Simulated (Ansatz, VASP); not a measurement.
# Two plane-wave programs on Cu

```xyz
2
Lattice="-2.2768 2.2768 1.1999 2.2768 -2.2768 1.1999 2.2768 2.2768 -1.1999" Properties=species:S:1:pos:R:3 pbc="T T T"
Cu    0.0000    0.0000    0.0000
Cu    0.0000    2.2768    0.6000
```

Alike in both runs: functional PBEsol; k mesh 26 × 26 × 26; occupations gaussian, width 0.1 eV; no spin polarisation.

Ansatz relaxed the structure, and its values are those at the end. VASP's run is a single point on that final structure, the one shown.

|  | VASP | Ansatz |
| --- | --- | --- |
| version | VASP 6.6.1 | Ansatz 0.2.0 |
| potentials or method | VASP PAW PBE potentials, release 64 (Cu), cutoff 520 eV | scalar-relativistic, plane waves, PAW |
| valence electrons in the cell | 22 | 38 |

|  | VASP | Ansatz | Ansatz less VASP |
| --- | --- | --- | --- |
| gap on the k mesh at the Fermi level (eV) | none | none | - |
| pressure (GPa) | 0.6 | 0.0 | -0.56 |

VASP's potentials were made for PBE, not for PBEsol. A gap of «none» marks a metal or a gap that the smearing closes. VASP's potentials hold 22 valence electrons a cell and Ansatz's 38, so a difference there can come from the potentials and not from the codes.
